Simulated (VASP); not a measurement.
Set up this calculation in VASP 6.6.1, as the native input.

```yaml
Task: single point
Functional: PBE
Potentials_or_basis: VASP PAW PBE potentials, release 64 (Pb_d, O)
Cutoff: 520 eV
k_mesh: 6 × 6 × 6
Occupations: gaussian, width 0.02 eV
Spin: no spin polarisation
Dipole_correction: no
Further_INCAR_settings: ALGO = Normal; EDIFF = 1e-07; NBANDS = 64
```

The structure of PbO2 lies in POSCAR:

```
PbO2
1.0
    0.0000000000      4.7779994511      4.7779994511
    4.7779994511      0.0000000000      4.7779994511
    4.7779994511      4.7779994511      0.0000000000
Pb O
4 8
Direct
    0.1250000000      0.1250000000      0.1250000000
    0.1250000000      0.1250000000      0.6250000000
    0.1250000000      0.6250000000      0.1250000000
    0.6250000000      0.1250000000      0.1250000000
    0.9235795125      0.3588068292      0.3588068292
    0.3588068292      0.3588068292      0.3588068292
    0.3264204875      0.8911931708      0.8911931708
    0.8911931708      0.8911931708      0.3264204875
    0.8911931708      0.8911931708      0.8911931708
    0.8911931708      0.3264204875      0.8911931708
    0.3588068292      0.3588068292      0.9235795125
    0.3588068292      0.9235795125      0.3588068292
```

The cell was generated, and may not be a known phase.

One way to write it, as run:

INCAR

```
ALGO = Normal
EDIFF = 1E-7
ENCUT = 520
GGA = PE
ISIF = 2
ISMEAR = 0
LASPH = True
LCHARG = False
LREAL = False
LWAVE = False
NBANDS = 64
NELM = 100
PREC = Accurate
SIGMA = 0.02
```

KPOINTS

```
k-points
0
Gamma
  6 6 6
```

Potentials or basis: VASP PAW PBE potentials, release 64 (Pb_d, O).

The run is started by

```sh
$ cat potpaw_PBE.64/Pb_d/POTCAR potpaw_PBE.64/O/POTCAR > POTCAR
$ mpirun -np 1 vasp_std > vasp.out
```

Results of the run:

```yaml
Pressure: 0.3 GPa
Largest_force: 0.041 eV/Å
Band_gap_on_the_k_mesh: 0.64 eV
```

Caveat: spin-orbit coupling is left out, which moves the levels of the heavy elements.

Wall time 9.2 min on 1 thread of Oxide Virtual Turin-like Processor, with other jobs on the host, peak memory 0.4 GiB.
